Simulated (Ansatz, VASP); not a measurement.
Given: the input of a run of VASP 6.6.1 on HfC.

Contents of INCAR:

```
SYSTEM = HfC
PREC = Accurate
ENCUT = 600
EDIFF = 1E-6
ISMEAR = 0
SIGMA = 0.025
LREAL = .FALSE.
LASPH = .TRUE.
NELM = 200
ALGO = Normal
ISIF = 2
LWAVE = .FALSE.
LCHARG = .FALSE.
MAGMOM = 0 0 0 0 0 0
LORBIT = 11
LSORBIT = .TRUE.
GGA_COMPAT = .FALSE.
LORBMOM = .TRUE.
LMAXMIX = 4
GGA = LIBXC
LIBXC1 = GGA_X_RPBE
LIBXC2 = GGA_C_LYP
NBANDS = 26
```

Contents of KPOINTS:

```
Automatic mesh
0
G
  8 8 8
  0 0 0
```

Contents of POSCAR:

```
HfC
1.0
    0.0000000000      2.3250000000      2.3250000000
    2.3250000000      0.0000000000      2.3250000000
    2.3250000000      2.3250000000      0.0000000000
Hf C
1 1
Direct
    0.5000000000      0.5000000000      0.5000000000
    0.0000000000      0.0000000000      0.0000000000
```

Potentials or basis: VASP PAW PBE potentials, release 64 (Hf_pv, C).

The run is started by

```sh
$ cat potpaw_PBE.64/Hf_pv/POTCAR potpaw_PBE.64/C/POTCAR > POTCAR
$ mpirun -np 1 vasp_ncl > vasp.out
```

Q: Translate it to Ansatz 0.2.0. Potentials there: all-electron LAPW, relativistic spinors.

A: As run (the cutoff follows the program's own potentials):

input.yaml

```yaml
crystal:
  lattice:
    - [0.0, 2.325, 2.325]
    - [2.325, 0.0, 2.325]
    - [2.325, 2.325, 0.0]
  atoms:
    - { symbol: Hf, position: [0.5, 0.5, 0.5] }
    - { symbol: C, position: [0.0, 0.0, 0.0] }
kpoints:
  mp_grid: { grid: [8, 8, 8] }
scf:
  occupations: { method: gaussian, width: 0.025 }
hamiltonian:
  xc: { exchange: rpbe, correlation: lyp }
  pseudopotentials: { kind: all_electron, lapw: { basis_error: 0.002 } }
magnetization:
  noncollinear: true
  spin_orbit: true
output:
  forces: true
  stress: true
  eigenvalues: true
```

Potentials or basis: all-electron LAPW, relativistic spinors.

Launch:

```sh
$ ansatz run input.yaml --threads 1 --pin off --max-ram 2560MiB --backend cpu --events-out ev --progress --plain --runs-dir out
```

Both were run:

|  | VASP | Ansatz | Ansatz less VASP |
| --- | --- | --- | --- |
| pressure (GPa) | 10.7 | 11.1 | +0.38 |

VASP's potentials were made for PBE, not for rpbe exchange, lyp correlation. Ansatz ran all-electron here, and VASP with PAW potentials.

Noted on Ansatz's run: the k mesh is thin for a metal, which can move the energy by tens of meV per atom.
